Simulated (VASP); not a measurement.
A run of VASP 6.6.1 is set up as follows.

INCAR

```
PREC = Accurate ; ENCUT = 520
EDIFF = 1E-8 ; ISMEAR = -1
SIGMA = 0.03 ; LREAL = False
LASPH = True ; NELM = 80
ALGO = Normal ; ISIF = 2
LWAVE = False ; LCHARG = False
LEFG = True ; NBANDS = 16
```

The input KPOINTS:

```
regular mesh
0
Gamma
  8 8 8
```

POSCAR

```
ZnSe
1.0
    0.0000000000      2.7955007105      2.7955007105
    2.7955007105      0.0000000000      2.7955007105
    2.7955007105      2.7955007105      0.0000000000
Zn Se
1 1
Direct
    0.0000000000      0.0000000000      0.0000000000
    0.7500000000      0.7500000000      0.7500000000
```

Potentials or basis: VASP PAW LDA potentials, release 64 (Zn, Se).

Launch:

```console
$ cat potpaw_LDA.64/Zn/POTCAR potpaw_LDA.64/Se/POTCAR > POTCAR
$ mpirun -np 1 vasp_std > vasp.out
```

**Question.** Estimate the band gap on the k mesh.

**Answer.** 1.24 eV.

**Question.** What does it give for the pressure?

**Answer.** -0.5 GPa.
